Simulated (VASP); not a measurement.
# GaSb (F-43m) in VASP: notebook

The runs below take GaSb through single point, with r2SCAN0, PBEsol.

Program: VASP 6.6.1. These are calculated values, not measurements. Logs are shortened: lines on timing, memory, paths and dates and some standing lists are left out, and cuts for length are marked.

## 1. The cell of the first run

Symmetry: F-43m, No. 216, cubic system. Conventional cell: a = 6.199 Å, b = 6.199 Å, c = 6.199 Å, α = 90.00°, β = 90.00°, γ = 90.00°. Sb (site symmetry -43m) has 4 Ga at 2.68 Å within 3.5 Å. Within 3.5 Å of Ga (site symmetry -43m) lie 4 Sb at 2.68 Å.

## 2. Single point, r2SCAN0

POSCAR reads:

```
GaSb
1.0
    0.0000000000      3.0992546163      3.0992546163
    3.0992546163      0.0000000000      3.0992546163
    3.0992546163      3.0992546163      0.0000000000
Sb Ga
1 1
Direct
    0.7500000000      0.7500000000      0.7500000000
    0.0000000000      0.0000000000      0.0000000000
```

INCAR.step1 reads:

```
SYSTEM = GaSb
ALGO     = Normal         ! electronic algorithm
EDIFF    = 1E-5           ! SCF threshold, eV
ENCUT    = 520            ! plane-wave cutoff, eV
GGA      = PE             ! functional
ISIF     = 2              ! what is computed and relaxed
ISMEAR   = -1             ! smearing method
LASPH    = .True.         ! aspherical terms in the spheres
LREAL    = .False.        ! projectors in reciprocal space
LWAVE    = .True.         ! write WAVECAR
NBANDS   = 16             ! bands
NELM     = 80             ! most SCF steps
PREC     = Accurate       ! precision mode
SIGMA    = 0.05           ! smearing width, eV
```

INCAR.step2 reads:

```
SYSTEM = GaSb
AEXX     = 0.25           ! exact-exchange fraction
ALGO     = Normal         ! electronic algorithm
EDIFF    = 1E-6           ! SCF threshold, eV
ENCUT    = 520            ! plane-wave cutoff, eV
ISIF     = 2              ! what is computed and relaxed
ISMEAR   = -1             ! smearing method
ISTART   = 1            
LASPH    = .True.         ! aspherical terms in the spheres
LCHARG   = .True.         ! write CHGCAR
LELF     = .True.         ! ELF
LHFCALC  = .True.         ! exact exchange
LMIXTAU  = .True.       
LREAL    = .False.        ! projectors in reciprocal space
LVHAR    = .True.       
LWAVE    = .False.        ! write WAVECAR
METAGGA  = R2SCAN         ! meta-GGA
NBANDS   = 16             ! bands
NELM     = 80             ! most SCF steps
PREC     = Accurate       ! precision mode
PRECFOCK = Normal       
SIGMA    = 0.05           ! smearing width, eV
```

KPOINTS reads:

```
k-points
0
Gamma
  4 4 4
  0 0 0
```

Potentials or basis: VASP PAW PBE potentials, release 64 (Sb, Ga_d).

Launch:

```console
$ cat potpaw_PBE.64/Sb/POTCAR potpaw_PBE.64/Ga_d/POTCAR > POTCAR
$ cp INCAR.step1 INCAR
$ mpirun -np 1 vasp_std > vasp.out
$ cp INCAR.step2 INCAR
$ mpirun -np 1 vasp_std > vasp.out
```

OUTCAR:

```text
SYSTEM = GaSb
   AEXX = 0.25
   EDIFF = 1E-6
   ENCUT = 520
   ISIF = 2
   ISMEAR = -1
   ISTART = 1
   LASPH = .True.
   LHFCALC = .True.
   LREAL = .False.
   METAGGA = R2SCAN
   NELM = 80
   PREC = Accurate
   PRECFOCK = Normal

 ion  position               nearest neighbor table
   1  0.750  0.750  0.750-   2 2.68   2 2.68   2 2.68   2 2.68
   2  0.000  0.000  0.000-   1 2.68   1 2.68   1 2.68   1 2.68

  LATTYP: Found a face centered cubic cell.
 ALAT       =     6.1985092326

  Lattice vectors:

 A1 = (   0.0000000000,   3.0992546163,   3.0992546163)
 A2 = (   3.0992546163,   0.0000000000,   3.0992546163)
 A3 = (   3.0992546163,   3.0992546163,   0.0000000000)

Analysis of symmetry for initial positions (statically):
=====================================================================
 Subroutine PRICEL returns:
 Original cell was already a primitive cell.

 Routine SETGRP: Setting up the symmetry group for a
 face centered cubic supercell.

 Subroutine GETGRP returns: Found 24 space group operations
 (whereof 24 operations were pure point group operations)
 out of a pool of 48 trial point group operations.

The static configuration has the point symmetry T_d .

Analysis of symmetry for dynamics (positions and initial velocities):
=====================================================================
 Subroutine PRICEL returns:
 Original cell was already a primitive cell.

 Routine SETGRP: Setting up the symmetry group for a
 face centered cubic supercell.

 Subroutine GETGRP returns: Found 24 space group operations
 (whereof 24 operations were pure point group operations)
 out of a pool of 48 trial point group operations.

The dynamic configuration has the point symmetry T_d .

 Subroutine INISYM returns: Found 24 space group operations
 (whereof 24 operations are pure point group operations),
 and found     1 'primitive' translations

----------------------------------------------------------------------------------------

                                     Primitive cell

  volume of cell :      59.5390

  direct lattice vectors                    reciprocal lattice vectors
     0.000000000  3.099254616  3.099254616    -0.161329114  0.161329114  0.161329114
     3.099254616  0.000000000  3.099254616     0.161329114 -0.161329114  0.161329114
     3.099254616  3.099254616  0.000000000     0.161329114  0.161329114 -0.161329114

  length of vectors
     4.383007912  4.383007912  4.383007912     0.279430221  0.279430221  0.279430221

  position of ions in fractional coordinates (direct lattice)
     0.750000000  0.750000000  0.750000000
     0.000000000  0.000000000  0.000000000

  ion indices of the primitive-cell ions
   primitive index   ion index
                 1           1
                 2           2

----------------------------------------------------------------------------------------

 KPOINTS: k-points

Automatic generation of k-mesh.
 Grid dimensions read from file:
 generate k-points for:    4    4    4

 Generating k-lattice:

  Cartesian coordinates                     Fractional coordinates (reciprocal lattice)
    -0.040332278  0.040332278  0.040332278     0.250000000  0.000000000  0.000000000
     0.040332278 -0.040332278  0.040332278     0.000000000  0.250000000  0.000000000
     0.040332278  0.040332278 -0.040332278     0.000000000  0.000000000  0.250000000

  Length of vectors
     0.069857555  0.069857555  0.069857555

  Shift w.r.t. Gamma in fractional coordinates (k-lattice)
     0.000000000  0.000000000  0.000000000

 Subroutine IBZKPT returns following result:
 ===========================================

 Found      8 irreducible k-points:

 Following reciprocal coordinates:
            Coordinates               Weight
  0.000000  0.000000  0.000000      1.000000
  0.250000  0.000000  0.000000      8.000000
  0.500000  0.000000  0.000000      4.000000
  0.250000  0.250000  0.000000      6.000000
  0.500000  0.250000  0.000000     24.000000
 -0.250000  0.250000  0.000000     12.000000
  0.500000  0.500000  0.000000      3.000000
[... 46 lines left out ...]
      2     -14.4322      2.00000
      3     -14.4321      2.00000
      4     -14.3820      2.00000
      5     -14.3820      2.00000
      6      -9.0098      2.00000
[... 8 lines left out ...]
     15      14.0006      0.00000
     16      14.0006      0.00000

 k-point     2 :       0.2500    0.0000    0.0000
  band No.  band energies     occupation
      1     -14.4397      2.00000
      2     -14.4273      2.00000
      3     -14.4273      2.00000
      4     -14.3823      2.00000
      5     -14.3823      2.00000
      6      -8.3439      2.00000
[... 8 lines left out ...]
     15      13.0052      0.00000
     16      13.0052      0.00000

 k-point     3 :       0.5000    0.0000    0.0000
  band No.  band energies     occupation
      1     -14.4473      2.00000
      2     -14.4230      2.00000
      3     -14.4230      2.00000
      4     -14.3821      2.00000
      5     -14.3821      2.00000
      6      -7.2536      2.00000
[... 8 lines left out ...]
     15      15.5418      0.00000
     16      15.5418      0.00000

 k-point     4 :       0.2500    0.2500    0.0000
  band No.  band energies     occupation
      1     -14.4473      2.00000
      2     -14.4223      2.00000
      3     -14.4223      2.00000
      4     -14.3859      2.00000
      5     -14.3804      2.00000
      6      -8.1042      2.00000
[... 8 lines left out ...]
     15      14.6425      0.00000
     16      14.8767      0.00000

 k-point     5 :       0.5000    0.2500    0.0000
  band No.  band energies     occupation
      1     -14.4535      2.00000
      2     -14.4183      2.00000
      3     -14.4173      2.00000
      4     -14.3864      2.00000
      5     -14.3807      2.00000
      6      -6.9211      2.00000
[... 8 lines left out ...]
     15      15.6719      0.00000
     16      16.0710      0.00000

 k-point     6 :      -0.2500    0.2500    0.0000
  band No.  band energies     occupation
      1     -14.4483      2.00000
      2     -14.4218      2.00000
      3     -14.4209      2.00000
      4     -14.3833      2.00000
      5     -14.3828      2.00000
      6      -7.3792      2.00000
[... 8 lines left out ...]
     15      14.1311      0.00000
     16      16.1727      0.00000

 k-point     7 :       0.5000    0.5000    0.0000
  band No.  band energies     occupation
      1     -14.4612      2.00000
      2     -14.4121      2.00000
      3     -14.4121      2.00000
      4     -14.3908      2.00000
      5     -14.3787      2.00000
      6      -6.3474      2.00000
[... 8 lines left out ...]
     15      16.4689      0.00000
     16      16.8634      0.00000

 k-point     8 :      -0.2500    0.5000    0.2500
  band No.  band energies     occupation
      1     -14.4558      2.00000
      2     -14.4182      2.00000
      3     -14.4130      2.00000
      4     -14.3868      2.00000
      5     -14.3816      2.00000
      6      -6.3050      2.00000
[... 8 lines left out ...]
     15      15.6043      0.00000
     16      17.0622      0.00000

------------------------ aborting loop because EDIFF is reached ----------------------------------------

  FORCE on cell =-STRESS in cart. coord.  units (eV):
  Direction    XX          YY          ZZ          XY          YZ          ZX
  --------------------------------------------------------------------------------------
  -------------------------------------------------------------------------------------
  Total       -1.1634100     -1.1634100     -1.1634100      0.0000000      0.0000000     -0.0000000
  in kB      -31.3070100    -31.3070100    -31.3070100      0.0000000      0.0000000     -0.0000000
  external PRESSURE =     -31.3070100 kB  Pullay stress =       0.0000000 kB

 VOLUME and BASIS-vectors are now :
 -----------------------------------------------------------------------------
  energy-cutoff  :      520.00
  volume of cell :       59.54
      direct lattice vectors                 reciprocal lattice vectors
     0.000000000  3.099254616  3.099254616    -0.161329114  0.161329114  0.161329114
     3.099254616  0.000000000  3.099254616     0.161329114 -0.161329114  0.161329114
     3.099254616  3.099254616  0.000000000     0.161329114  0.161329114 -0.161329114

 POSITION                                       TOTAL-FORCE (eV/Angst)
 -----------------------------------------------------------------------------------
      4.64888      4.64888      4.64888         0.000000      0.000000      0.000000
      0.00000      0.00000      0.00000        -0.000000     -0.000000     -0.000000
 -----------------------------------------------------------------------------------
    total drift:                               -0.000169     -0.000068     -0.000100

  FREE ENERGIE OF THE ION-ELECTRON SYSTEM (eV)
  ---------------------------------------------------
  free  energy   TOTEN  =       -32.6152710231 eV

  energy  without entropy=      -32.6152709885  energy(sigma->0) =      -32.61527101
```

Run time: 42 min. Hardware: 1 thread of AMD EPYC 7R13 (Zen 3), shared host; peak memory 0.19 GiB.

Results:

| Property | Result |
| --- | --- |
| Free energy | -32.6153 eV |
| Pressure | -3.1 GPa |
| Band gap on the k mesh | 1.47 eV, direct |

Caveat: the k points lie up to 0.44 Å⁻¹ apart; the PAW data sets were made with another functional, which shifts forces and pressure a little; spin-orbit coupling is left out, which moves the levels of the heavy elements. A k mesh can miss the band edges.

## 3. Single point, r2SCAN0

This run uses another cell than the first one, of 30.34 Å³/atom, 1.019 times its volume.

POSCAR reads:

```
GaSb
1.0
    0.0000000000      3.1189956238      3.1189956238
    3.1189956238      0.0000000000      3.1189956238
    3.1189956238      3.1189956238      0.0000000000
Sb Ga
1 1
Direct
    0.7500000000      0.7500000000      0.7500000000
    0.0000000000      0.0000000000      0.0000000000
```

INCAR.step1 reads:

```
ALGO     = Normal         # electronic algorithm
EDIFF    = 1E-5           # SCF threshold, eV
ENCUT    = 520            # plane-wave cutoff, eV
GGA      = PE             # functional
ISIF     = 2              # what is computed and relaxed
ISMEAR   = -1             # smearing method
LASPH    = T              # aspherical terms in the spheres
LCHARG   = F              # write CHGCAR
LREAL    = F              # projectors in reciprocal space
LWAVE    = T              # write WAVECAR
NBANDS   = 16             # bands
NELM     = 100            # most SCF steps
PREC     = Accurate       # precision mode
SIGMA    = 0.05           # smearing width, eV
```

INCAR.step2 reads:

```
AEXX     = 0.25           # exact-exchange fraction
ALGO     = Normal         # electronic algorithm
EDIFF    = 1E-6           # SCF threshold, eV
ENCUT    = 520            # plane-wave cutoff, eV
ISIF     = 2              # what is computed and relaxed
ISMEAR   = -1             # smearing method
ISTART   = 1            
LASPH    = T              # aspherical terms in the spheres
LCHARG   = F              # write CHGCAR
LHFCALC  = T              # exact exchange
LMIXTAU  = T            
LREAL    = F              # projectors in reciprocal space
LWAVE    = F              # write WAVECAR
METAGGA  = R2SCAN         # meta-GGA
NBANDS   = 16             # bands
NELM     = 100            # most SCF steps
PREC     = Accurate       # precision mode
PRECFOCK = Normal       
SIGMA    = 0.05           # smearing width, eV
```

KPOINTS reads:

```
k-points
0
Gamma
  4 4 4
```

Potentials or basis: VASP PAW PBE potentials, release 64 (Sb, Ga_d).

Launch:

```console
$ cat potpaw_PBE.64/Sb/POTCAR potpaw_PBE.64/Ga_d/POTCAR > POTCAR
$ cp INCAR.step1 INCAR
$ mpirun -np 1 vasp_std > vasp.out
$ cp INCAR.step2 INCAR
$ mpirun -np 1 vasp_std > vasp.out
```

Wall time 18 min (1 thread of AMD EPYC 7R13 (Zen 3), shared host); peak memory 0.19 GiB.

The run converged. Its results:

```
Free energy            : -32.5897 eV
Pressure               : -4.0 GPa
Band gap on the k mesh : 1.31 eV, direct
```

Levels at points of the mesh, in eV from the valence-band top:
| k point | band 5 | band 6 | band 7 | band 8 | band 9 | band 10 | band 11 | band 12 | band 13 | band 14 |
| --- | --- | --- | --- | --- | --- | --- | --- | --- | --- | --- |
| (0.00, 0.00, 0.00) | -17.98 | -12.49 | 0.00 | 0.00 | 0.00 | 1.31 | 4.33 | 4.33 | 4.33 | 7.60 |
| (0.50, 0.00, 0.00) | -17.98 | -10.78 | -6.81 | -1.20 | -1.20 | 1.77 | 5.36 | 5.36 | 8.29 | 11.11 |
| (0.50, 0.50, 0.00) | -17.98 | -9.91 | -7.32 | -2.68 | -2.68 | 2.36 | 2.75 | 10.59 | 10.59 | 11.88 |

Caveat: the k points lie up to 0.44 Å⁻¹ apart; the PAW data sets were made with another functional, which shifts forces and pressure a little; spin-orbit coupling is left out, which moves the levels of the heavy elements. A k mesh can miss the band edges.

## 4. Single point, PBEsol

This run uses another cell than the first one, of 21.29 Å³/atom, 0.715 times its volume.

INCAR reads:

```
SYSTEM = GaSb
PREC = Accurate
ENCUT = 520
EDIFF = 1E-6
ISMEAR = -1
SIGMA = 0.05
LREAL = .False.
LASPH = .True.
NELM = 100
ALGO = Normal
ISIF = 2
LWAVE = .False.
LCHARG = .False.
GGA = PS
NBANDS = 16
```

KPOINTS reads:

```
Automatic mesh
0
Gamma
  8 8 8
  0 0 0
```

POSCAR reads:

```
GaSb
1.0
    0.0000000000      2.7717475086      2.7717475086
    2.7717475086      0.0000000000      2.7717475086
    2.7717475086      2.7717475086      0.0000000000
Sb Ga
1 1
Direct
    0.7500000000      0.7500000000      0.7500000000
    0.0000000000      0.0000000000      0.0000000000
```

Launch:

```console
$ cat potpaw_PBE.64/Sb/POTCAR potpaw_PBE.64/Ga_d/POTCAR > POTCAR
$ mpirun -np 1 vasp_std > vasp.out
```

It took 21 s on 1 thread of AMD EPYC 7R13, shared host; peak memory 0.15 GiB.

It converged, with:

```yaml
Free_energy: -7.1033 eV
Pressure: 30.2 GPa
Band_gap_on_the_k_mesh: 0.23 eV, indirect (least direct gap 2.30 eV)
```

Levels at points of the mesh, in eV from the valence-band top:
```
           k point  band 6  band 7  band 8  band 9  band 10  band 11  band 12  band 13
(0.00, 0.00, 0.00)  -14.01    0.00    0.00    0.00     2.30     2.56     2.56     2.56
(0.50, 0.00, 0.00)  -11.48   -8.28   -1.74   -1.74     1.07     3.57     3.57     5.86
(0.50, 0.50, 0.00)  -10.16   -8.50   -3.85   -3.85     0.29     0.44    10.67    10.67
```

Caveat: the PAW data sets were made with another functional, which shifts forces and pressure a little; spin-orbit coupling is left out, which moves the levels of the heavy elements.

## 5. Single point, PBEsol

This run uses another cell than the first one, of 22.74 Å³/atom, 0.764 times its volume.

INCAR reads:

```
SYSTEM = GaSb
  PREC = Accurate
  ENCUT = 520
  EDIFF = 1E-6
  ISMEAR = -1
  SIGMA = 0.05
  LREAL = .False.
  LASPH = .True.
  NELM = 80
  ALGO = Normal
  ISIF = 2
  LWAVE = .False.
  LCHARG = .False.
  GGA = PS
  NBANDS = 16
```

KPOINTS reads:

```
regular mesh
0
Gamma
  8 8 8
  0 0 0
```

POSCAR reads:

```
GaSb
1.0
    0.0000000000      2.8331394766      2.8331394766
    2.8331394766      0.0000000000      2.8331394766
    2.8331394766      2.8331394766      0.0000000000
Sb Ga
1 1
Direct
    0.7500000000      0.7500000000      0.7500000000
    0.0000000000      0.0000000000      0.0000000000
```

Launch:

```console
$ cat potpaw_PBE.64/Sb/POTCAR potpaw_PBE.64/Ga_d/POTCAR > POTCAR
$ mpirun -np 1 vasp_std > vasp.out
```

It took 22 s on 1 thread of AMD EPYC 7R13, shared host; peak memory 0.15 GiB.

Results (log left out):

* Free energy: -7.5546 eV
* Pressure: 20.2 GPa
* Band gap on the k mesh: 0.39 eV, indirect (least direct gap 1.76 eV)

Levels at points of the mesh, in eV from the valence-band top:
| k point | band 7 | band 8 | band 9 | band 10 | band 11 | band 12 |
| --- | --- | --- | --- | --- | --- | --- |
| (0.00, 0.00, 0.00) | 0.00 | 0.00 | 0.00 | 1.76 | 2.63 | 2.63 |
| (0.50, 0.00, 0.00) | -7.79 | -1.59 | -1.59 | 0.89 | 3.63 | 3.63 |
| (0.50, 0.50, 0.00) | -8.07 | -3.53 | -3.53 | 0.45 | 0.63 | 10.22 |

Caveat: the PAW data sets were made with another functional, which shifts forces and pressure a little; spin-orbit coupling is left out, which moves the levels of the heavy elements. A k mesh can miss the band edges.

## 6. Single point, PBEsol

This run uses another cell than the first one, of 24.82 Å³/atom, 0.834 times its volume.

INCAR reads:

```
SYSTEM = GaSb
PREC     = Accurate       ! precision mode
ENCUT    = 520            ! plane-wave cutoff, eV
EDIFF    = 1E-6           ! SCF threshold, eV
ISMEAR   = -1             ! smearing method
SIGMA    = 0.05           ! smearing width, eV
LREAL    = .False.        ! projectors in reciprocal space
LASPH    = .True.         ! aspherical terms in the spheres
NELM     = 80             ! most SCF steps
ALGO     = Normal         ! electronic algorithm
ISIF     = 2              ! what is computed and relaxed
LWAVE    = .False.        ! write WAVECAR
LCHARG   = .False.        ! write CHGCAR
GGA      = PS             ! functional
NBANDS   = 16             ! bands
```

KPOINTS is that of step 5.

POSCAR reads:

```
GaSb
1.0
    0.0000000000      2.9170628039      2.9170628039
    2.9170628039      0.0000000000      2.9170628039
    2.9170628039      2.9170628039      0.0000000000
Sb Ga
1 1
Direct
    0.7500000000      0.7500000000      0.7500000000
    0.0000000000      0.0000000000      0.0000000000
```

Potentials or basis: VASP PAW PBE potentials, release 64 (Sb, Ga_d).

Launch:

```console
$ cat potpaw_PBE.64/Sb/POTCAR potpaw_PBE.64/Ga_d/POTCAR > POTCAR
$ mpirun -np 1 vasp_std > vasp.out
```

Run time: 25 s. Hardware: 1 thread of AMD EPYC 7R13, shared host; peak memory 0.15 GiB.

It converged, with:

- Free energy: -7.9401 eV
- Pressure: 10.1 GPa
- Band gap on the k mesh: 0.58 eV, indirect (least direct gap 1.06 eV)

Levels at points of the mesh, in eV from the valence-band top:
| k point | band 5 | band 6 | band 7 | band 8 | band 9 | band 10 | band 11 | band 12 | band 13 | band 14 |
| --- | --- | --- | --- | --- | --- | --- | --- | --- | --- | --- |
| (0.00, 0.00, 0.00) | -15.28 | -12.60 | 0.00 | 0.00 | 0.00 | 1.06 | 2.69 | 2.69 | 2.69 | 5.74 |
| (0.50, 0.00, 0.00) | -15.28 | -10.57 | -7.20 | -1.41 | -1.41 | 0.67 | 3.69 | 3.69 | 6.17 | 10.09 |
| (0.50, 0.50, 0.00) | -15.27 | -9.51 | -7.56 | -3.14 | -3.14 | 0.63 | 0.85 | 9.62 | 9.62 | 11.27 |

Caveat: the PAW data sets were made with another functional, which shifts forces and pressure a little; spin-orbit coupling is left out, which moves the levels of the heavy elements. A k mesh can miss the band edges.

## 7. Summary

```csv
level,cell,k mesh,grid for exact exchange (PRECFOCK),gap on the mesh (eV),pressure (GPa)
r2SCAN0,"a = 4.383 Å, angles 60.0°, 2 atoms",4 × 4 × 4,Normal,1.47,-3.1
r2SCAN0,"a = 4.411 Å, angles 60.0°, 2 atoms",4 × 4 × 4,Normal,1.31,-4.0
PBEsol,"a = 3.920 Å, angles 60.0°, 2 atoms",8 × 8 × 8,-,0.23,30.2
PBEsol,"a = 4.007 Å, angles 60.0°, 2 atoms",8 × 8 × 8,-,0.39,20.2
PBEsol,"a = 4.125 Å, angles 60.0°, 2 atoms",8 × 8 × 8,-,0.58,10.1
```

Alike in all rows: task single point; potentials or basis VASP PAW PBE potentials, release 64 (Sb, Ga_d); no spin polarisation; cutoff (eV) 520; smearing fermi-dirac 0.05 eV.

Caveats: some runs use coarse meshes; the PAW data sets were made with another functional, which shifts forces and pressure a little; spin-orbit coupling is left out, which moves the levels of the heavy elements.

Absolute energies hang on the potentials; compare differences alone.
